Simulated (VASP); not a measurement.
A run of VASP 6.6.1 is set up as follows.

INCAR

```
PREC = Accurate
ENCUT = 520
EDIFF = 1E-8
ISMEAR = -1
SIGMA = 0.05
LREAL = F
LASPH = T
NELM = 100
ALGO = Normal
ISIF = 2
LWAVE = F
LCHARG = F
GGA = PS
LEFG = T
NBANDS = 34
```

Contents of KPOINTS:

```
regular mesh
0
Gamma
  7 7 7
```

File POSCAR:

```
LaPb3
1.0
    4.8396945747      0.0000000000      0.0000000000
    0.0000000000      4.8396945747      0.0000000000
    0.0000000000      0.0000000000      4.8396945747
La Pb
1 3
Direct
    0.0000000000      0.0000000000      0.0000000000
    0.0000000000      0.5000000000      0.5000000000
    0.5000000000      0.0000000000      0.5000000000
    0.5000000000      0.5000000000      0.0000000000
```

Potentials or basis: VASP PAW PBE potentials, release 64 (La, Pb_d).

Launch:

```sh
$ cat potpaw_PBE.64/La/POTCAR potpaw_PBE.64/Pb_d/POTCAR > POTCAR
$ mpirun -np 1 vasp_std > vasp.out
```

(1) What does it give for the pressure?

Results:

(1) 1.4 GPa.

Caveat: without QUAD_EFG the Cq values of the log hold for a quadrupole moment of 1 mb, not for the nuclei; the PAW data sets were made with another functional, which shifts forces and pressure a little.
